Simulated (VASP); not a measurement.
Crystal: ScAl3.

```xyz
4
Lattice="2.8402 0.0000 0.0000 -1.4201 2.4597 0.0000 0.0000 0.0000 9.3494" Properties=species:S:1:pos:R:3 pbc="T T T"
Sc    1.4201    0.8199    4.6747
Al    0.0000    1.6398    7.0120
Al    0.0000    1.6398    2.3373
Al    1.4201    0.8199    0.0000
```

```yaml
Program: VASP 6.6.1
Task: relaxation of cell and atoms
Functional: PBE
Potentials_or_basis: VASP PAW PBE potentials, release 64 (Sc_sv, Al)
Cutoff: 600 eV
k_mesh: 6 × 6 × 2
Occupations: gaussian, width 0.1 eV
Spin: no spin polarisation
```

At the start: pressure 11.1 GPa; volume 16.33 Å³/atom.

Problem. How do energy, volume and symmetry change on relaxing?

Solution. Over 7 steps the energy falls by 94.6 meV/atom and the volume is 18.55 Å³/atom (+13.6 %); space group P-6m2 (No. 187, to 0.05 Å).

Step by step:
| step | energy change (eV) | largest force (eV/Å) | pressure (GPa) | volume (Å³) |
| --- | --- | --- | --- | --- |
| 1 | 0.0000 | 0.7780 | 11.11 | 65.32 |
| 2 | -0.3383 | 0.2649 | -2.30 | 76.58 |
| 3 | -0.3470 | 0.3276 | -0.78 | 74.77 |
| 4 | -0.3701 | 0.2295 | -0.13 | 74.22 |
| 5 | -0.3718 | 0.1915 | 0.12 | 74.03 |
| 6 | -0.3760 | 0.1131 | -0.02 | 74.11 |
| 7 | -0.3783 | 0.0009 | -0.21 | 74.21 |

Final structure:
```
Sc Al
1.0
     3.01658    0.00000    0.00000
    -1.50829    2.61244    0.00000
     0.00000    0.00000    9.41692
Sc Al
1 3
Direct
  0.66667 0.33333 0.50000
  0.33333 0.66667 0.75890
  0.33333 0.66667 0.24110
  0.66667 0.33333 0.00000
```

Caveat: the k points lie up to 0.40 Å⁻¹ apart in the final cell.
